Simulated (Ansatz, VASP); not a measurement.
Two plane-wave programs on Pt

```
Pt
1.0
     0.00000    2.00873    2.00873
     2.00873    0.00000    2.00873
     2.00873    2.00873    0.00000
Pt
1
Direct
  0.00000 0.00000 0.00000
```

Alike in both runs: task single point; functional r2SCAN; k mesh 18 × 18 × 18; occupations gaussian, width 0.1 eV; no spin polarisation.

|  | VASP | Ansatz |
| --- | --- | --- |
| version | VASP 6.6.1 | Ansatz 0.2.0 |
| potentials or method | VASP PAW PBE potentials, release 64 (Pt), cutoff 520 eV | scalar-relativistic, plane waves, PAW |
| valence electrons in the cell | 10 | 18 |

|  | VASP | Ansatz | Ansatz less VASP |
| --- | --- | --- | --- |
| gap on the k mesh at the Fermi level (eV) | none | none | - |
| pressure (GPa) | -13.0 | -13.5 | -0.45 |

VASP's potentials were made for PBE, not for r2SCAN. A gap of «none» marks a metal or a gap that the smearing closes. With one functional, cell and mesh, what is left measures potentials, basis and numerics. VASP's potentials hold 10 valence electrons a cell and Ansatz's 18, so a difference there can come from the potentials and not from the codes.

Neither program's run includes spin-orbit coupling.
